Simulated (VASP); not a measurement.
# SnO2 (R-3m) in VASP: notebook

Aim: see how the results for SnO2 move with the level of theory and the settings. Levels: LDA, revPBE+D3(BJ), revPBE+D4. Tasks: single point, relaxation of cell and atoms.

All numbers are computed with VASP 6.6.1; they aren't measurements. Logs are shortened: lines on timing, memory, paths and dates and some standing lists are left out, and cuts for length are marked.

**1. The cell of the first run**

It takes space group R-3m (No. 166, trigonal). The conventional cell has a = 3.234 Å, b = 3.234 Å, c = 14.402 Å, α = 90.00°, β = 90.00°, γ = 120.00°. Sn (site symmetry -3m) has 6 O at 2.13 Å within 2.8 Å. O (site symmetry 3m) has 3 Sn at 2.13 Å and 3 O at 2.76 Å within 2.8 Å.

**2. Single point, LDA**

Contents of INCAR:

```
SYSTEM = SnO2
PREC = Accurate ; ENCUT = 520
EDIFF = 1E-6 ; ISMEAR = 0
SIGMA = 0.01 ; LREAL = .False.
LASPH = .True. ; NELM = 60
ALGO = Normal ; ISIF = 2
LWAVE = .False. ; LCHARG = .True.
LELF = .True. ; LVHAR = .True.
NBANDS = 20
```

Contents of KPOINTS:

```
Automatic mesh
0
Gamma
  10 10 10
  0 0 0
```

Contents of POSCAR:

```
SnO2
1.0
    1.6170930752      0.9336291223      4.8005925840
   -1.6170930752      0.9336291223      4.8005925840
    0.0000000000     -1.8672582446      4.8005925840
Sn O
1 2
Direct
    0.5000000000      0.5000000000      0.5000000000
    0.7628300000      0.7628300000      0.7628300000
    0.2371700000      0.2371700000      0.2371700000
```

Potentials or basis: VASP PAW LDA potentials, release 64 (Sn_d, O).

Run with:

```console
$ cat potpaw_LDA.64/Sn_d/POTCAR potpaw_LDA.64/O/POTCAR > POTCAR
$ mpirun -np 1 vasp_std > vasp.out
```

OUTCAR:

```text
SYSTEM = SnO2
   PREC = Accurate
   ENCUT = 520
   EDIFF = 1E-6
   ISMEAR = 0
   LREAL = .False.
   LASPH = .True.
   NELM = 60
   ISIF = 2

 ion  position               nearest neighbor table
   1  0.500  0.500  0.500-   3 2.13   3 2.13   2 2.13   2 2.13   3 2.13   2 2.13
   2  0.763  0.763  0.763-   1 2.13   1 2.13   1 2.13
   3  0.237  0.237  0.237-   1 2.13   1 2.13   1 2.13

  LATTYP: Found a trigonal (rhomboedric) cell.
 ALAT       =     5.1509554948
 COS(alpha) =     0.8028828391

  Lattice vectors:

 A1 = (   1.6170930752,   0.9336291223,   4.8005925840)
 A2 = (  -1.6170930752,   0.9336291223,   4.8005925840)
 A3 = (   0.0000000000,  -1.8672582446,   4.8005925840)

Analysis of symmetry for initial positions (statically):
=====================================================================
 Subroutine PRICEL returns:
 Original cell was already a primitive cell.

 Routine SETGRP: Setting up the symmetry group for a
 trigonal (rhombohedral) supercell.

 Subroutine GETGRP returns: Found 12 space group operations
 (whereof 12 operations were pure point group operations)
 out of a pool of 12 trial point group operations.

The static configuration has the point symmetry D_3d.

Analysis of symmetry for dynamics (positions and initial velocities):
=====================================================================
 Subroutine PRICEL returns:
 Original cell was already a primitive cell.

 Routine SETGRP: Setting up the symmetry group for a
 trigonal (rhombohedral) supercell.

 Subroutine GETGRP returns: Found 12 space group operations
 (whereof 12 operations were pure point group operations)
 out of a pool of 12 trial point group operations.

The dynamic configuration has the point symmetry D_3d.

 Subroutine INISYM returns: Found 12 space group operations
 (whereof 12 operations are pure point group operations),
 and found     1 'primitive' translations

----------------------------------------------------------------------------------------

                                     Primitive cell

  volume of cell :      43.4866

  direct lattice vectors                    reciprocal lattice vectors
     1.617093075  0.933629122  4.800592584     0.309196797  0.178514854  0.069435872
    -1.617093075  0.933629122  4.800592584    -0.309196797  0.178514854  0.069435872
     0.000000000 -1.867258245  4.800592584     0.000000000 -0.357029708  0.069435872

  length of vectors
     5.150955495  5.150955495  5.150955495     0.363719058  0.363719058  0.363719058

  position of ions in fractional coordinates (direct lattice)
     0.500000000  0.500000000  0.500000000
     0.762830000  0.762830000  0.762830000
     0.237170000  0.237170000  0.237170000

  ion indices of the primitive-cell ions
   primitive index   ion index
                 1           1
                 2           2
                 3           3

----------------------------------------------------------------------------------------

 KPOINTS: Automatic mesh

Automatic generation of k-mesh.
 Grid dimensions read from file:
 generate k-points for:   10   10   10

 Generating k-lattice:

  Cartesian coordinates                     Fractional coordinates (reciprocal lattice)
     0.030919680  0.017851485  0.006943587     0.100000000  0.000000000 -0.000000000
    -0.030919680  0.017851485  0.006943587     0.000000000  0.100000000 -0.000000000
     0.000000000 -0.035702971  0.006943587    -0.000000000 -0.000000000  0.100000000

  Length of vectors
     0.036371906  0.036371906  0.036371906

  Shift w.r.t. Gamma in fractional coordinates (k-lattice)
     0.000000000  0.000000000  0.000000000

 Subroutine IBZKPT returns following result:
 ===========================================

 Found    116 irreducible k-points:

 Following reciprocal coordinates:
            Coordinates               Weight
  0.000000  0.000000  0.000000      1.000000
  0.100000  0.000000  0.000000      6.000000
  0.200000  0.000000  0.000000      6.000000
  0.300000  0.000000 -0.000000      6.000000
  0.400000  0.000000 -0.000000      6.000000
  0.500000  0.000000  0.000000      3.000000
[... 16 lines left out ...]
  0.300000  0.300000  0.000000      6.000000
  0.400000  0.300000  0.000000     12.000000
 [... further k-points ...]
   k-points           NKPTS =    116   k-points in BZ     NKDIM =    116   number of bands    NBANDS=     20
   number of dos      NEDOS =    301   number of ions     NIONS =      3
   total plane-waves  NPLWV =  64000
   dimension x,y,z NGX =    40 NGY =   40 NGZ =   40
   dimension x,y,z NGXF=    80 NGYF=   80 NGZF=   80
   ions per type =               1   2
   NGX,Y,Z   is equivalent  to a cutoff of  12.91, 12.91, 12.91 a.u.
   NGXF,Y,Z  is equivalent  to a cutoff of  25.82, 25.82, 25.82 a.u.
 SYSTEM =  SnO2
   PREC   = accura    normal or accurate (medium, high low for compatibility)
   ISTART =      0    job   : 0-new  1-cont  2-samecut
   ICHARG =      2    charge: 1-file 2-atom 10-const
[... 77 lines left out ...]
      2     -16.7871      2.00000
      3     -16.6995      2.00000
      4     -16.5439      2.00000
      5     -16.5240      2.00000
      6     -14.6632      2.00000
[... 12 lines left out ...]
     19      18.0113      0.00000
     20      19.9623      0.00000

 k-point     3 :       0.2000    0.0000    0.0000
  band No.  band energies     occupation
      1     -17.0124      2.00000
      2     -16.7493      2.00000
      3     -16.6526      2.00000
      4     -16.5740      2.00000
      5     -16.5163      2.00000
      6     -14.4295      2.00000
[... 12 lines left out ...]
     19      16.5709      0.00000
     20      20.1896      0.00000

 k-point     4 :       0.3000    0.0000   -0.0000
  band No.  band energies     occupation
      1     -17.2374      2.00000
      2     -16.6709      2.00000
      3     -16.6235      2.00000
      4     -16.5703      2.00000
      5     -16.4762      2.00000
      6     -14.0544      2.00000
[... 12 lines left out ...]
     19      15.7005      0.00000
     20      18.6916      0.00000

 k-point     5 :       0.4000    0.0000   -0.0000
  band No.  band energies     occupation
      1     -17.4037      2.00000
      2     -16.6695      2.00000
      3     -16.6208      2.00000
      4     -16.5129      2.00000
      5     -16.4215      2.00000
      6     -13.6555      2.00000
[... 12 lines left out ...]
     19      15.4597      0.00000
     20      17.0645      0.00000

 k-point     6 :       0.5000    0.0000    0.0000
  band No.  band energies     occupation
      1     -17.4638      2.00000
      2     -16.6754      2.00000
      3     -16.6222      2.00000
      4     -16.4866      2.00000
      5     -16.3978      2.00000
      6     -13.4690      2.00000
[... 12 lines left out ...]
     19      15.8687      0.00000
     20      16.0837      0.00000

 k-point     7 :       0.1000    0.1000    0.0000
  band No.  band energies     occupation
      1     -16.8747      2.00000
      2     -16.7870      2.00000
      3     -16.6995      2.00000
      4     -16.5439      2.00000
      5     -16.5240      2.00000
      6     -14.6608      2.00000
[... 12 lines left out ...]
     19      17.9464      0.00000
     20      20.0094      0.00000
[... 277 lines left out ...]
 k-point    20 :      -0.4000    0.2000    0.0000
  band No.  band energies     occupation
      1     -17.3145      2.00000
      2     -16.8592      2.00000
      3     -16.6200      2.00000
      4     -16.5000      2.00000
      5     -16.4830      2.00000
      6     -12.9579      2.00000
[... 12 lines left out ...]
     19      15.9431      0.00000
     20      17.1148      0.00000

 k-point    21 :      -0.3000    0.2000    0.0000
  band No.  band energies     occupation
      1     -17.2847      2.00000
      2     -16.8467      2.00000
      3     -16.6130      2.00000
      4     -16.5478      2.00000
      5     -16.4527      2.00000
      6     -13.2389      2.00000
[... 12 lines left out ...]
     19      16.1278      0.00000
     20      16.8464      0.00000

 k-point    22 :      -0.2000    0.2000    0.0000
  band No.  band energies     occupation
      1     -17.2103      2.00000
      2     -16.8111      2.00000
      3     -16.5992      2.00000
      4     -16.5881      2.00000
      5     -16.4538      2.00000
      6     -13.7449      2.00000
[... 12 lines left out ...]
     19      16.2423      0.00000
     20      17.5916      0.00000

 k-point    23 :       0.3000    0.3000    0.0000
  band No.  band energies     occupation
      1     -17.2362      2.00000
      2     -16.6700      2.00000
      3     -16.6231      2.00000
      4     -16.5708      2.00000
      5     -16.4762      2.00000
      6     -14.0561      2.00000
[... 12 lines left out ...]
     19      15.3711      0.00000
     20      20.7844      0.00000

 k-point    24 :       0.4000    0.3000    0.0000
  band No.  band energies     occupation
      1     -17.3018      2.00000
      2     -16.7106      2.00000
      3     -16.6337      2.00000
      4     -16.5485      2.00000
      5     -16.4464      2.00000
      6     -13.7382      2.00000
[... 12 lines left out ...]
     19      15.8363      0.00000
     20      19.6393      0.00000

 [... further k-points ...]
[... 5 lines left out ...]
  --------------------------------------------------------------------------------------
  -------------------------------------------------------------------------------------
  Total       -2.4739782     -2.4739782     -1.9473332      0.0000000     -0.0000000     -0.0000000
  in kB      -91.1487960    -91.1487960    -71.7456104      0.0000000     -0.0000000     -0.0000000
  external PRESSURE =     -84.6810675 kB  Pullay stress =       0.0000000 kB

 VOLUME and BASIS-vectors are now :
 -----------------------------------------------------------------------------
  energy-cutoff  :      520.00
  volume of cell :       43.49
      direct lattice vectors                 reciprocal lattice vectors
     1.617093075  0.933629122  4.800592584     0.309196797  0.178514854  0.069435872
    -1.617093075  0.933629122  4.800592584    -0.309196797  0.178514854  0.069435872
     0.000000000 -1.867258245  4.800592584     0.000000000 -0.357029708  0.069435872

 POSITION                                       TOTAL-FORCE (eV/Angst)
 -----------------------------------------------------------------------------------
      0.00000      0.00000      7.20089         0.000000     -0.000000     -0.000000
      0.00000      0.00000     10.98611        -0.000000     -0.000000      0.617675
      0.00000      0.00000      3.41567        -0.000000      0.000000     -0.617675
 -----------------------------------------------------------------------------------
    total drift:                                0.000000      0.000000      0.000000

  FREE ENERGIE OF THE ION-ELECTRON SYSTEM (eV)
  ---------------------------------------------------
  free  energy   TOTEN  =       -20.4371330250 eV

  energy  without entropy=      -20.4371330250  energy(sigma->0) =      -20.43713303
```

Wall time 2.8 min (1 thread of Intel Xeon Platinum 8375C at 2.90GHz (Ice Lake), shared host); peak memory 0.25 GiB.

Results:

- Free energy: -20.4371 eV
- Pressure: -8.5 GPa
- Largest force: 0.618 eV/Å
- Band gap on the k mesh: 1.77 eV, indirect (least direct gap 1.90 eV)

Forces in eV/Å, atoms in the order of the input:
```
Sn   0.000  0.000  0.000
O    0.000  0.000  0.618
O    0.000  0.000 -0.618
```

Stress tensor (GPa, compression positive):
```
-9.11  0.00  0.00
 0.00 -9.11  0.00
 0.00  0.00 -7.17
```

Levels at points of the mesh, in eV from the valence-band top:
| k point | band 11 | band 12 | band 13 | band 14 | band 15 | band 16 |
| --- | --- | --- | --- | --- | --- | --- |
| (0.00, 0.00, 0.00) | -0.91 | -0.91 | -0.13 | 1.77 | 5.49 | 10.74 |
| (0.50, 0.00, 0.00) | -1.48 | -0.61 | -0.58 | 5.14 | 7.49 | 9.77 |
| (0.50, 0.50, 0.00) | -1.15 | -0.47 | -0.02 | 4.85 | 6.68 | 10.46 |
| (0.50, 0.50, 0.50) | -1.33 | -0.86 | -0.86 | 3.05 | 5.45 | 10.92 |

Caveat: spin-orbit coupling is left out, which moves the levels of the heavy elements.

**3. Relaxation of cell and atoms, revPBE+D3(BJ)**

Contents of INCAR:

```
SYSTEM = SnO2
PREC = Accurate ; ENCUT = 600
EDIFF = 1E-6 ; ISMEAR = -1
SIGMA = 0.05 ; LREAL = .FALSE.
LASPH = .TRUE. ; NELM = 60
ALGO = Normal ; ISIF = 3
LWAVE = .FALSE. ; LCHARG = .FALSE.
GGA = RE ; IVDW = 12
IBRION = 2 ; NSW = 60
EDIFFG = -0.01
```

Contents of KPOINTS:

```
regular mesh
0
G
  10 10 10
  0 0 0
```

POSCAR is that of step 2.

Potentials or basis: VASP PAW PBE potentials, release 64 (Sn_d, O).

Run with:

```console
$ cat potpaw_PBE.64/Sn_d/POTCAR potpaw_PBE.64/O/POTCAR > POTCAR
$ mpirun -np 1 vasp_std > vasp.out
```

Wall time 25 min (1 thread of Intel Xeon Platinum 8375C at 2.90GHz (Ice Lake), shared host); peak memory 0.36 GiB.

The run converged. Its results:

```yaml
Free_energy: -18.3440 eV
Relaxed_volume: 12.77 Å³/atom
Relaxed_cell: a = 4.599 Å, b = 4.599 Å, c = 4.599 Å, α = 41.33°, β = 41.33°, γ = 41.33°
Space_group_after_relaxing_to_0.05_Å: R-3m (No. 166)
Energy_gained_by_relaxing: 23.6 meV/atom
Ionic_steps: 13
Pressure_after_relaxing: 0.0 GPa
Band_gap_on_the_k_mesh: 1.47 eV, direct
Dispersion_energy_per_atom: -0.396 eV
```

Step by step:
| step | energy change (eV) | largest force (eV/Å) | pressure (GPa) | volume (Å³) |
| --- | --- | --- | --- | --- |
| 1 | 0.0000 | 0.0537 | -1.94 | 43.49 |
| 2 | -0.0061 | 0.3085 | 1.16 | 42.39 |
| 3 | -0.0063 | 0.2644 | 0.63 | 42.57 |
| 4 | -0.0137 | 0.2616 | 0.64 | 42.21 |
| 5 | -0.0344 | 0.2532 | 0.77 | 41.13 |
| 6 | -0.0627 | 0.2224 | 1.77 | 38.95 |
| 7 | 0.0106 | 0.0364 | 8.53 | 34.55 |
| 8 | -0.0597 | 0.3656 | 3.24 | 38.25 |
| 9 | -0.0697 | 0.1174 | 0.66 | 38.37 |
| 10 | -0.0705 | 0.0277 | -0.24 | 38.42 |
| 11 | -0.0705 | 0.0328 | -0.17 | 38.41 |
| 12 | -0.0706 | 0.0240 | -0.14 | 38.39 |
| 13 | -0.0707 | 0.0015 | -0.03 | 38.32 |

Final structure:
```xyz
3
Lattice="1.6229 0.9370 4.1997 -1.6229 0.9370 4.1997 0.0000 -1.8739 4.1997" Properties=species:S:1:pos:R:3 pbc="T T T"
Sn    0.0000    0.0000    6.2996
O     0.0000    0.0000    9.5066
O     0.0000    0.0000    3.0926
```

Levels at points of the mesh, in eV from the valence-band top:
| k point | band 9 | band 10 | band 11 | band 12 | band 13 | band 14 | band 15 | band 16 | band 17 |
| --- | --- | --- | --- | --- | --- | --- | --- | --- | --- |
| (0.00, 0.00, 0.00) | -1.54 | -1.54 | -1.35 | -1.35 | 0.00 | 1.47 | 5.39 | 10.54 | 10.54 |
| (0.50, 0.00, 0.00) | -4.30 | -3.22 | -2.04 | -1.21 | -1.08 | 5.22 | 7.87 | 9.84 | 12.50 |
| (0.50, 0.50, 0.00) | -4.89 | -3.56 | -1.12 | -0.62 | -0.09 | 4.67 | 6.68 | 10.83 | 11.14 |
| (0.50, 0.50, 0.50) | -2.00 | -1.80 | -1.80 | -1.16 | -1.16 | 3.54 | 5.80 | 11.05 | 11.05 |

Caveat: the PAW data sets were made with another functional, which shifts forces and pressure a little; spin-orbit coupling is left out, which moves the levels of the heavy elements.

**4. Relaxation of cell and atoms, revPBE+D4**

Contents of INCAR:

```
SYSTEM = SnO2
PREC = Accurate ; ENCUT = 600
EDIFF = 1E-6 ; ISMEAR = -1
SIGMA = 0.05 ; LREAL = .False.
LASPH = .True. ; NELM = 80
ALGO = Normal ; ISIF = 3
LWAVE = .False. ; LCHARG = .False.
GGA = RE ; IVDW = 13
IBRION = 2 ; NSW = 60
EDIFFG = -0.01
```

Contents of KPOINTS:

```
Automatic mesh
0
Gamma
  10 10 10
  0 0 0
```

POSCAR is that of step 3.

Run with:

```console
$ cat potpaw_PBE.64/Sn_d/POTCAR potpaw_PBE.64/O/POTCAR > POTCAR
$ mpirun -np 1 vasp_std > vasp.out
```

Run time: 28 min. Hardware: 1 thread of Intel Xeon Platinum 8375C at 2.90GHz (Ice Lake), shared host; peak memory 0.36 GiB.

The run converged. Its results:

| Quantity | Value |
| --- | --- |
| Free energy | -18.5306 eV |
| Relaxed volume | 12.56 Å³/atom |
| Relaxed cell | a = 4.533 Å, b = 4.533 Å, c = 4.533 Å, α = 41.99°, β = 41.99°, γ = 41.99° |
| Space group after relaxing (to 0.05 Å) | R-3m (No. 166) |
| Energy gained by relaxing | 31.1 meV/atom |
| Ionic steps | 17 |
| Pressure after relaxing | -0.1 GPa |
| Largest force after relaxing | 0.010 eV/Å |
| Band gap on the k mesh | 1.41 eV, direct |
| Dispersion energy per atom | -0.466 eV |

Forces in eV/Å, atoms in the order of the input:
```
Sn   0.000  0.000  0.000
O    0.000  0.000  0.010
O    0.000  0.000 -0.010
```

The path:
```
step  energy change (eV)  largest force (eV/Å)  pressure (GPa)  volume (Å³)
   1              0.0000                0.0088           -2.60        43.49
   2             -0.0062                0.3924            1.96        42.02
   3             -0.0085                0.2586            0.34        42.51
   4             -0.0208                0.2657            0.37        41.97
   5             -0.0551                0.2869            0.71        40.33
   6             -0.0855                0.2647            3.39        37.02
   7             -0.0916                0.0776           -0.32        37.25
   8             -0.0923                0.0033            0.52        37.19
   9             -0.0926                0.0074            0.43        37.28
  10             -0.0932                0.0141            0.12        37.47
  11             -0.0931                0.0258           -0.41        37.86
  12             -0.0933                0.0201           -0.09        37.64
  13             -0.0934                0.0148            0.00        37.65
  14             -0.0934                0.0138            0.02        37.65
  15             -0.0934                0.0097            0.12        37.65
  16             -0.0934                0.0113            0.10        37.65
  17             -0.0934                0.0099           -0.12        37.69
```

Final structure:
```xyz
3
Lattice="1.6238 0.9375 4.1267 -1.6238 0.9375 4.1267 0.0000 -1.8750 4.1267" Properties=species:S:1:pos:R:3 pbc="T T T"
Sn    0.0000    0.0000    6.1900
O     0.0000    0.0000    9.3307
O     0.0000    0.0000    3.0494
```

Levels at points of the mesh, in eV from the valence-band top:
```tsv
k point	band 10	band 11	band 12	band 13	band 14	band 15	band 16	band 17
(0.00, 0.00, 0.00)	-1.59	-1.43	-1.43	0.00	1.41	5.33	10.45	10.45
(0.50, 0.00, 0.00)	-3.27	-2.14	-1.31	-1.17	5.23	7.90	9.79	12.55
(0.50, 0.50, 0.00)	-3.66	-1.10	-0.64	-0.10	4.61	6.66	10.87	11.08
(0.50, 0.50, 0.50)	-1.88	-1.88	-1.21	-1.21	3.61	5.84	11.03	11.03
```

Caveat: the PAW data sets were made with another functional, which shifts forces and pressure a little; spin-orbit coupling is left out, which moves the levels of the heavy elements.

**5. The runs side by side**

| task | level | potentials or basis | cell | cutoff (eV) | smearing | gap on the mesh (eV) | pressure (GPa) | relaxed volume (Å³/atom) | largest force (eV/Å) |
| --- | --- | --- | --- | --- | --- | --- | --- | --- | --- |
| single point | LDA | VASP PAW LDA potentials, release 64 (Sn_d, O) | as given | 520 | gaussian 0.01 eV | 1.77 | -8.5 | - | 0.62 |
| relaxation of cell and atoms | revPBE+D3(BJ) | VASP PAW PBE potentials, release 64 (Sn_d, O) | relaxed | 600 | fermi-dirac 0.05 eV | 1.47 | 0.0 | 12.77 | - |
| relaxation of cell and atoms | revPBE+D4 | VASP PAW PBE potentials, release 64 (Sn_d, O) | relaxed | 600 | fermi-dirac 0.05 eV | 1.41 | -0.1 | 12.56 | 0.01 |

Alike in all rows: no spin polarisation; k mesh 10 × 10 × 10.

Caveats: spin-orbit coupling is left out, which moves the levels of the heavy elements; the PAW data sets were made with another functional, which shifts forces and pressure a little (some runs).

Total energies depend on the potentials used, so only differences within one code and one set of settings carry meaning.
